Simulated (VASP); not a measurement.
# LiBPt (P-6m2) in VASP: a series of runs, part 2 of 2

VASP 6.6.1.

**4. Relaxation of cell and atoms, PBE**

INCAR reads:

```
PREC     = Accurate       # precision mode
ENCUT    = 600            # plane-wave cutoff, eV
EDIFF    = 1E-6           # SCF threshold, eV
ISMEAR   = 0              # smearing method
SIGMA    = 0.1            # smearing width, eV
LREAL    = False          # projectors in reciprocal space
LASPH    = True           # aspherical terms in the spheres
NELM     = 80             # most SCF steps
ALGO     = Fast           # electronic algorithm
ISIF     = 3              # what is computed and relaxed
LWAVE    = False          # write WAVECAR
LCHARG   = False          # write CHGCAR
GGA      = PE             # functional
IBRION   = 2              # ionic algorithm
NSW      = 90             # ionic steps
EDIFFG   = -0.04          # ionic threshold
```

KPOINTS reads:

```
Automatic mesh
0
Gamma
  6 6 6
```

POSCAR reads:

```
LiBPt
1.0
    3.5257738900      0.0000000000      0.0000000000
   -1.7628869500      3.0534097600      0.0000000000
    0.0000000000      0.0000000000      3.4421702900
Li B Pt
1 1 1
Direct
    0.0000000000      0.0000000000      0.0000000000
    0.6666666700      0.3333333300      0.5000000000
    0.3333333300      0.6666666700      0.5000000000
```

Potentials or basis: VASP PAW PBE potentials, release 64 (Li_sv, B, Pt).

The run is started by

```bash
$ cat potpaw_PBE.64/Li_sv/POTCAR potpaw_PBE.64/B/POTCAR potpaw_PBE.64/Pt/POTCAR > POTCAR
$ mpirun -np 1 vasp_std > vasp.out
```

OUTCAR:

```text
PREC = Accurate
   ENCUT = 600
   EDIFF = 1E-6
   ISMEAR = 0
   LREAL = False
   LASPH = True
   NELM = 80
   ISIF = 3
   GGA = PE
   IBRION = 2
   NSW = 90
   EDIFFG = -0.04

 ion  position               nearest neighbor table
   1  0.000  0.000  0.000-   3 2.67   3 2.67   3 2.67   3 2.67   3 2.67   3 2.67
   2  0.667  0.333  0.500-   3 2.04   3 2.04   3 2.04
   3  0.333  0.667  0.500-   2 2.04   2 2.04   2 2.04   1 2.67   1 2.67   1 2.67   1 2.67   1 2.67
                             1 2.67

  LATTYP: Found a hexagonal cell.
 ALAT       =     3.5257738900
 C/A-ratio  =     0.9762878725

  Lattice vectors:

 A1 = (   3.5257738900,   0.0000000000,   0.0000000000)
 A2 = (  -1.7628869500,   3.0534097600,   0.0000000000)
 A3 = (   0.0000000000,   0.0000000000,   3.4421702900)

Analysis of symmetry for initial positions (statically):
=====================================================================
 Subroutine PRICEL returns:
 Original cell was already a primitive cell.

 Routine SETGRP: Setting up the symmetry group for a
 hexagonal supercell.

 Subroutine GETGRP returns: Found 12 space group operations
 (whereof 12 operations were pure point group operations)
 out of a pool of 24 trial point group operations.

The static configuration has the point symmetry D_3h.

Analysis of symmetry for dynamics (positions and initial velocities):
=====================================================================
[... 425 lines left out ...]
  ext. energy  EPLUGINS =         0.00000000
  ---------------------------------------------------
  free energy    TOTEN  =       -15.61162922 eV

  energy without entropy =      -15.60870428  energy(sigma->0) =      -15.61016675

 E-fermi :   5.4002     XC(G=0): -10.2153

 val. band max:        5.2360068113   @ k =   0.1667   0.0000   0.0000
 cond. band min:       5.4531619237   @ k =   0.3333   0.1667   0.5000
 fundamental gap:      0.2171551124
 Fermi energy:         5.4001696673

 k-point     1 :       0.0000    0.0000    0.0000
  band No.  band energies     occupation
      1     -40.6795      2.00000
      2      -5.1546      2.00000
      3      -1.1661      2.00000
      4      -1.1661      2.00000
      5       1.0340      2.00000
      6       2.1935      2.00000
      7       2.1935      2.00000
      8       4.0342      2.00000
      9      11.3127      0.00000
     10      11.5753      0.00000
     11      11.5753      0.00000
     12      12.4512      0.00000
[... 331 lines left out ...]
 k-point    24 :       0.3333    0.0000    0.5000
  band No.  band energies     occupation
      1     -40.6774      2.00000
      2      -3.4600      2.00000
      3      -0.8744      2.00000
      4       0.1098      2.00000
      5       0.2334      2.00000
      6       1.7841      2.00000
      7       2.6690      2.00000
      8       4.4356      2.00000
      9       5.5123      0.11279
     10       7.9136      0.00000
     11       9.8727      0.00000
     12      13.7377      0.00000

 [... further k-points ...]

------------------------ aborting loop because EDIFF is reached ----------------------------------------

  FORCE on cell =-STRESS in cart. coord.  units (eV):
  Direction    XX          YY          ZZ          XY          YZ          ZX
  --------------------------------------------------------------------------------------
  -------------------------------------------------------------------------------------
  Total        0.0376607      0.0376607     -0.0217004     -0.0000000     -0.0000000      0.0000000
  in kB        1.4145037      1.4145037     -0.8150492     -0.0000000     -0.0000000      0.0000000
  external PRESSURE =       0.6713194 kB  Pullay stress =       0.0000000 kB
[... 18 lines left out ...]
  FREE ENERGIE OF THE ION-ELECTRON SYSTEM (eV)
  ---------------------------------------------------
  free  energy   TOTEN  =       -15.6116292221 eV

  energy  without entropy=      -15.6087042816  energy(sigma->0) =      -15.61016675

 reached required accuracy - stopping structural energy minimisation
```

It took 3.7 min on 1 thread of Intel Xeon 8259CL, shared host; peak memory 0.18 GiB.

What came out:

```
Free energy                           : -15.6116 eV
Relaxed volume                        : 14.22 Å³/atom
Relaxed cell                          : a = 3.496 Å, b = 3.496 Å, c = 4.030 Å, α = 90.00°, β = 90.00°, γ = 120.00°
Space group after relaxing (to 0.1 Å) : P-6m2 (No. 187)
Energy gained by relaxing             : 37.3 meV/atom
Ionic steps                           : 8
Pressure after relaxing               : 0.1 GPa
Band gap on the k mesh                : zero (bands 8 and 9 overlap by 1.69 eV)
```

Stress tensor (GPa, compression positive):
```
 0.14  0.00  0.00
 0.00  0.14  0.00
 0.00  0.00 -0.08
```

The path:
```
step  energy change (eV)  largest force (eV/Å)  pressure (GPa)  volume (Å³)
   1              0.0000                0.0000            5.46        37.06
   2             -0.0204                0.0000           -2.25        39.36
   3             -0.0255                0.0000           -0.05        38.61
   4             -0.0362                0.0000           -0.03        38.95
   5             -0.0673                0.0000            0.24        39.91
   6             -0.1078                0.0000            1.82        41.72
   7             -0.1106                0.0000           -0.86        43.20
   8             -0.1120                0.0000            0.07        42.66
```

Final structure:
```
CELL_PARAMETERS angstrom
3.49606 0.00000 0.00000
-1.74803 3.02768 0.00000
0.00000 0.00000 4.03002
ATOMIC_POSITIONS crystal
Li 0.00000 0.00000 0.00000
B 0.66667 0.33333 0.50000
Pt 0.33333 0.66667 0.50000
```

Caveat: the cutoff is under 1.25 times the usual one of these potentials, so pressure, stress and relaxed cells hold a basis-set (Pulay) error; the volume moved by over 15 % at a fixed basis, so the end points are rough; spin-orbit coupling is left out, which moves the levels of the heavy elements.

**5. Summary**

| task | cell | cutoff (eV) | gap on the mesh (eV) |
| --- | --- | --- | --- |
| single point | a = 3.526, b = 3.526, c = 3.442 Å, angles 90.0, 90.0, 120.0°, 3 atoms | 520 | none |
| single point | a = 3.494, b = 3.494, c = 4.024 Å, angles 90.0, 90.0, 120.0°, 3 atoms | 520 | none |
| relaxation of cell and atoms | relaxed from a = 3.526, b = 3.526, c = 3.442 Å, angles 90.0, 90.0, 120.0°, 3 atoms | 600 | none |

Alike in all rows: level PBE; potentials or basis VASP PAW PBE potentials, release 64 (Li_sv, B, Pt); no spin polarisation; k mesh 6 × 6 × 6; smearing gaussian 0.1 eV.

Caveats: the cutoff is under 1.25 times the usual one of these potentials, so pressure, stress and relaxed cells hold a basis-set (Pulay) error; spin-orbit coupling is left out, which moves the levels of the heavy elements; the volume moved by over 15 % at a fixed basis, so the end points are rough (at least some runs).

Absolute energies hang on the potentials; compare differences alone.
